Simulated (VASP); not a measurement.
# GaN in VASP: notebook, part 2 of 2

VASP 6.6.1. The steps go on from the part before.

**3. Single point, PBE**

File INCAR:

```
SYSTEM = GaN
PREC = Accurate
ENCUT = 520
EDIFF = 1E-6
ISMEAR = -1
SIGMA = 0.02
LREAL = .FALSE.
LASPH = .TRUE.
NELM = 80
ALGO = Normal
ISIF = 2
LWAVE = .FALSE.
LCHARG = .FALSE.
LDIPOL = .TRUE.
IDIPOL = 3
DIPOL = 0.5 0.5 0.500
GGA = PE
NBANDS = 46
```

File KPOINTS:

```
regular mesh
0
G
  8 5 1
  0 0 0
```

File POSCAR:

```
GaN
1.0
    3.2181862426      0.0000000000      0.0000000000
    0.0000000000      5.2428332618      0.0000000000
    0.0000000000      0.0000000000     19.7160000000
Ga N
4 4
Direct
    0.0000000000      0.0842861421      0.4225309791
    0.5000000000      0.5593129056      0.4417519546
    0.5000000000      0.0593143485      0.5582483691
    0.0000000000      0.5842863222      0.5774695240
    0.0000000000      0.4291177495      0.4065356526
    0.5000000000      0.9272813583      0.4507934409
    0.5000000000      0.4272826548      0.5492061630
    0.0000000000      0.9291185190      0.5934639166
```

Potentials or basis: VASP PAW PBE potentials, release 64 (Ga_d, N).

Run with:

```bash
$ cat potpaw_PBE.64/Ga_d/POTCAR potpaw_PBE.64/N/POTCAR > POTCAR
$ mpirun -np 1 vasp_std > vasp.out
```

OUTCAR:

```text
SYSTEM = GaN
   PREC = Accurate
   ENCUT = 520
   EDIFF = 1E-6
   ISMEAR = -1
   LREAL = .FALSE.
   LASPH = .TRUE.
   NELM = 80
   ISIF = 2
   GGA = PE

 ion  position               nearest neighbor table
   1  0.000  0.084  0.423-   5 1.84   6 1.89   6 1.89
   2  0.500  0.559  0.442-   5 1.88   5 1.88   6 1.94   7 2.23
   3  0.500  0.059  0.558-   8 1.88   8 1.88   7 1.94   6 2.23
   4  0.000  0.584  0.577-   8 1.84   7 1.89   7 1.89
   5  0.000  0.429  0.407-   1 1.84   2 1.88   2 1.88
   6  0.500  0.927  0.451-   1 1.89   1 1.89   2 1.94   3 2.23
   7  0.500  0.427  0.549-   4 1.89   4 1.89   3 1.94   2 2.23
   8  0.000  0.929  0.593-   4 1.84   3 1.88   3 1.88

  LATTYP: Found a simple orthorhombic cell.
 ALAT       =     3.2181862426
 B/A-ratio  =     1.6291267399
 C/A-ratio  =     6.1264322552

  Lattice vectors:

 A1 = (   3.2181862426,   0.0000000000,   0.0000000000)
 A2 = (   0.0000000000,   5.2428332618,   0.0000000000)
 A3 = (   0.0000000000,   0.0000000000,  19.7160000000)

Analysis of symmetry for initial positions (statically):
=====================================================================
 Subroutine PRICEL returns:
 Original cell was already a primitive cell.

 Routine SETGRP: Setting up the symmetry group for a
 simple orthorhombic supercell.

 Subroutine GETGRP returns: Found  4 space group operations
 (whereof  2 operations were pure point group operations)
 out of a pool of  8 trial point group operations.

The static configuration has the point symmetry C_1h.
 The point group associated with its full space group is C_2v.

Analysis of symmetry for dynamics (positions and initial velocities):
=====================================================================
 Subroutine PRICEL returns:
 Original cell was already a primitive cell.

 Routine SETGRP: Setting up the symmetry group for a
 simple orthorhombic supercell.

 Subroutine GETGRP returns: Found  4 space group operations
 (whereof  2 operations were pure point group operations)
[... 137 lines left out ...]
  energy-cutoff  :      520.00
  volume of cell :      332.66
 maximum number of plane-waves:      9032
 NGX is ok and might be reduce to    24
   NGX = 11   NGY = 19   NGZ = 73

 dipolmoment           0.000000      0.000000     -0.000000 electrons x Angstroem

 number of electron      72.0000032 magnetization

 dipolmoment           0.000000      0.000000      0.000189 electrons x Angstroem

 Free energy of the ion-electron system (eV)
  ---------------------------------------------------
  ext. energy  EPLUGINS =         0.00000000
  ---------------------------------------------------
  free energy    TOTEN  =       -45.69973437 eV

  energy without entropy =      -45.69973437  energy(sigma->0) =      -45.69973437

 E-fermi :  -2.2592     XC(G=0):  -3.9387

 val. band max:       -2.7101811359   @ k =   0.0000   0.2000   0.0000
 cond. band min:      -0.9160031480   @ k =   0.0000   0.0000   0.0000
 fundamental gap:      1.7941779878
 Fermi energy:        -2.2591990974

 k-point     1 :       0.0000    0.0000    0.0000
  band No.  band energies     occupation
      1     -18.3859      2.00000
      2     -18.0178      2.00000
      3     -17.5541      2.00000
      4     -17.4822      2.00000
      5     -16.3424      2.00000
      6     -16.3286      2.00000
[... 724 lines left out ...]
     45       5.9637      0.00000
     46       5.9971      0.00000

------------------------ aborting loop because EDIFF is reached ----------------------------------------

 vacuum level on the upper side and lower side of the slab       (xc-potential included)        -0.153        -0.155

  FORCE on cell =-STRESS in cart. coord.  units (eV):
  Direction    XX          YY          ZZ          XY          YZ          ZX
  --------------------------------------------------------------------------------------
  -------------------------------------------------------------------------------------
  Total        3.4258680      3.9248525     -0.0298998      0.0000000      0.0000000      0.0000000
  in kB       16.5000467     18.9033115     -0.1440069      0.0000000      0.0000000      0.0000000
  external PRESSURE =      11.7531171 kB  Pullay stress =       0.0000000 kB

 VOLUME and BASIS-vectors are now :
 -----------------------------------------------------------------------------
  energy-cutoff  :      520.00
  volume of cell :      332.66
      direct lattice vectors                 reciprocal lattice vectors
     3.218186243  0.000000000  0.000000000     0.310734036  0.000000000  0.000000000
     0.000000000  5.242833262  0.000000000     0.000000000  0.190736564  0.000000000
     0.000000000  0.000000000 19.716000000     0.000000000  0.000000000  0.050720227

 POSITION                                       TOTAL-FORCE (eV/Angst)
 -----------------------------------------------------------------------------------
      0.00000      0.44190      8.33062         0.000000      0.019261     -0.007242
      1.60909      2.93238      8.70958         0.000000     -0.007190     -0.024960
      1.60909      0.31098     11.00642         0.000000     -0.007190      0.024960
      0.00000      3.06332     11.38539         0.000000      0.019261      0.007242
      0.00000      2.24979      8.01526         0.000000     -0.012509      0.018111
      1.60909      4.86158      8.88784         0.000000      0.000438     -0.010544
      1.60909      2.24017     10.82815         0.000000      0.000438      0.010544
      0.00000      4.87121     11.70073         0.000000     -0.012509     -0.018111
 -----------------------------------------------------------------------------------
    total drift:                                0.000000     -0.003544      0.054116

  FREE ENERGIE OF THE ION-ELECTRON SYSTEM (eV)
  ---------------------------------------------------
  free  energy   TOTEN  =       -45.6997343720 eV

  energy  without entropy=      -45.6997343720  energy(sigma->0) =      -45.69973437

 vacuum level on the upper side and lower side of the slab         2.881         2.879
```

Wall time 4.1 min (1 thread of Intel Xeon 6975P-C (Granite Rapids), shared host); peak memory 0.44 GiB.

Results:

- Free energy: -45.6997 eV
- Largest force: 0.026 eV/Å
- Band gap on the k mesh: 1.79 eV (least direct gap 1.91 eV)

Forces on the atoms (eV/Å):
```
Ga   0.000  0.019 -0.007
Ga   0.000 -0.007 -0.025
Ga   0.000 -0.007  0.025
Ga   0.000  0.019  0.007
N    0.000 -0.013  0.018
N    0.000  0.000 -0.011
N    0.000  0.000  0.011
N    0.000 -0.013 -0.018
```
